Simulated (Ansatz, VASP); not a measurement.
# One calculation of Al3Cu, two programs

File INCAR:

```
  PREC = Accurate
  ENCUT = 520
  EDIFF = 1E-6
  ISMEAR = 0
  SIGMA = 0.15
  LREAL = F
  LASPH = T
  NELM = 80
  ALGO = Fast
  ISIF = 2
  LWAVE = F
  LCHARG = T
  LELF = T
  LVHAR = T
  NBANDS = 18
```

File KPOINTS:

```
Automatic mesh
0
Gamma
  12 12 12
```

File POSCAR:

```
Al3Cu
1.0
    3.9413558512      0.0000000000      0.0000000000
    0.0000000000      3.9413558512      0.0000000000
    0.0000000000      0.0000000000      3.4908588774
Al Cu
3 1
Direct
    0.0000000000      0.5000000000      0.5000000000
    0.5000000000      0.0000000000      0.5000000000
    0.5000000000      0.5000000000      0.0000000000
    0.0000000000      0.0000000000      0.0000000000
```

Input for Ansatz:

```yaml
crystal:
  lattice:
    - [3.9413558512, 0.0, 0.0]
    - [0.0, 3.9413558512, 0.0]
    - [0.0, 0.0, 3.4908588774]
  atoms:
    - { symbol: Al, position: [0.0, 0.5, 0.5] }
    - { symbol: Al, position: [0.5, 0.0, 0.5] }
    - { symbol: Al, position: [0.5, 0.5, 0.0] }
    - { symbol: Cu, position: [0.0, 0.0, 0.0] }
basis:
  ecutwfc: 520.0
kpoints:
  mp_grid: { grid: [12, 12, 12] }
hamiltonian:
  xc: lda
  pseudopotentials: { kind: paw, azcp: { folder: soft_1 } }
scf:
  occupations: { method: gaussian, width: 0.15 }
output:
  forces: true
  stress: true
  eigenvalues: true
```

Alike in both runs: task single point; functional LDA; k mesh 12 × 12 × 12; occupations gaussian, width 0.15 eV; no spin polarisation.

```csv
,VASP,Ansatz
version,VASP 6.6.1,Ansatz 0.2.0
potentials or method,"VASP PAW LDA potentials, release 64 (Al, Cu), cutoff 520 eV","scalar-relativistic, plane waves, PAW"
valence electrons in the cell,20,28
```

Ansatz gave:

```
gap on the k mesh at the Fermi level (eV)                     : none
pressure (GPa)                                                : 6.8
traceless stress, the component that is largest in VASP (GPa) : 7.29
```

Question: Estimate VASP's values.

Answer: gap on the k mesh at the Fermi level (eV): none; pressure (GPa): 7.1; traceless stress, the component that is largest in VASP (GPa): 7.29.

Ansatz warns that its potentials were made for another functional, while VASP's fit it. LDA's correlation is that of Perdew and Zunger in VASP and of Perdew and Wang (1992) in Ansatz. A gap of «none» marks a metal or a gap that the smearing closes. VASP's potentials hold 20 valence electrons a cell and Ansatz's 28, so a difference there can come from the potentials and not from the codes.
